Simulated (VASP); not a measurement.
A run of VASP 6.6.1:

Contents of INCAR:

```
SYSTEM = Pb
PREC = Accurate
ENCUT = 520
EDIFF = 1E-7
ISMEAR = -1
SIGMA = 0.1
LREAL = .False.
LASPH = .True.
NELM = 80
ALGO = Normal
ISIF = 2
LWAVE = .False.
LCHARG = .True.
LELF = .True.
LVHAR = .True.
NBANDS = 21
```

The input KPOINTS:

```
Automatic mesh
0
Gamma
  14 14 8
  0 0 0
```

POSCAR

```
Pb
1.0
    3.0584345241      0.0000000000      0.0000000000
   -1.5292172620      2.6486819937      0.0000000000
    0.0000000000      0.0000000000      5.0801446855
Pb
2
Direct
    0.3333333333      0.6666666667      0.2500000000
    0.6666666667      0.3333333333      0.7500000000
```

Potentials or basis: VASP PAW LDA potentials, release 64 (Pb_d).

Run with:

```bash
$ cat potpaw_LDA.64/Pb_d/POTCAR > POTCAR
$ mpirun -np 1 vasp_std > vasp.out
```

Hardware: 1 thread of Intel Xeon 8259CL (shared host).

Estimate the wall time of this run.

Wall time 100 s on 1 thread of Intel Xeon 8259CL, with other jobs on the host, peak memory 0.2 GiB. Counts: scf iterations 12, k points 120.
